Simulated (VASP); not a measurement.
The system is NaTiS3.

```xyz
5
Lattice="4.2300 0.0000 0.0000 0.0000 4.2300 0.0000 0.0000 0.0000 4.2300" Properties=species:S:1:pos:R:3 pbc="T T T"
Na    0.0000    0.0000    0.0000
Ti    2.1150    2.1150    2.1150
S     2.1150    2.1150    0.0000
S     0.0000    2.1150    2.1150
S     2.1150    0.0000    2.1150
```

```yaml
Program: VASP 6.6.1
Task: relaxation of cell and atoms
Functional: LDA
Potentials_or_basis: VASP PAW LDA potentials, release 64 (Na_pv, Ti_sv, S)
Cutoff: 600 eV
k_mesh: 6 × 6 × 6
Occupations: fermi-dirac, width 0.1 eV
Spin: no spin polarisation
```

At the start: pressure 38.0 GPa; volume 15.14 Å³/atom.

Where does the relaxation end?

Over 17 steps the energy falls by 471.9 meV/atom and the volume is 20.14 Å³/atom (+33.0 %); space group Pm-3m (No. 221, to 0.05 Å).

The path:
| step | energy change (eV) | largest force (eV/Å) | pressure (GPa) | volume (Å³) |
| --- | --- | --- | --- | --- |
| 1 | 0.0000 | 0.0000 | 37.97 | 75.69 |
| 2 | -1.5747 | 0.0000 | -10.00 | 122.18 |
| 3 | -2.3597 | 0.0000 | -0.09 | 100.86 |
| 4 | -2.3593 | 0.0000 | 0.32 | 100.31 |
| 5 | -2.3593 | 0.0000 | 0.31 | 100.31 |
| 6 | -2.3594 | 0.0000 | 0.30 | 100.33 |
| 7 | -2.3594 | 0.0000 | 0.31 | 100.33 |
| 8 | -2.3594 | 0.0000 | 0.31 | 100.33 |
| 9 | -2.3594 | 0.0000 | 0.31 | 100.33 |
| 10 | -2.3594 | 0.0000 | 0.30 | 100.34 |
| 11 | -2.3594 | 0.0000 | 0.30 | 100.34 |
| 12 | -2.3594 | 0.0000 | 0.29 | 100.34 |
| 13 | -2.3594 | 0.0000 | 0.29 | 100.36 |
| 14 | -2.3595 | 0.0000 | 0.27 | 100.38 |
| 15 | -2.3595 | 0.0000 | 0.24 | 100.42 |
| 16 | -2.3596 | 0.0000 | 0.17 | 100.52 |
| 17 | -2.3597 | 0.0000 | 0.03 | 100.70 |

Final structure:
```
CELL_PARAMETERS angstrom
4.65236 0.00000 0.00000
0.00000 4.65236 0.00000
0.00000 0.00000 4.65236
ATOMIC_POSITIONS crystal
Na 0.00000 0.00000 0.00000
Ti 0.50000 0.50000 0.50000
S 0.50000 0.50000 0.00000
S 0.00000 0.50000 0.50000
S 0.50000 0.00000 0.50000
```

Caveat: the volume moved by over 15 % at a fixed basis, so the end points are rough.
